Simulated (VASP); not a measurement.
The system is KMgF3.

```xyz
5
Lattice="4.0536 0.0000 0.0000 0.0000 4.0536 0.0000 0.0000 0.0000 4.0536" Properties=species:S:1:pos:R:3 pbc="T T T"
K     2.0268    2.0268    2.0268
Mg    0.0000    0.0000    0.0000
F     0.0000    2.0268    0.0000
F     2.0268    0.0000    0.0000
F     0.0000    0.0000    2.0268
```

Base run:

| Item | Value |
| --- | --- |
| Program | VASP 6.6.1 |
| Functional | r2SCAN |
| Potentials or basis | VASP PAW PBE potentials, release 64 (K_sv, Mg, F) |
| Cutoff | 520 eV |
| k mesh | 6 × 6 × 6 |
| Occupations | gaussian, width 0.02 eV |
| Spin | no spin polarisation |

Its results: band gap on the k mesh 7.86 eV (least direct gap 8.18 eV); pressure -4.4 GPa.

**Question.** The run is repeated on the same cell with these changes: functional from r2SCAN to PBE; further incar settings from ALGO = Normal; EDIFF = 1e-06; NBANDS = 24 to ALGO = Normal; EDIFF = 1e-07; NBANDS = 24. What comes out?

**Answer.** Band gap on the k mesh 6.93 eV (least direct gap 7.25 eV); pressure -0.4 GPa.

Caveats: the cell stands under tension (at least some runs); the PAW data sets were made with another functional, which shifts forces and pressure a little (at least some runs).

A k mesh can miss the band edges.
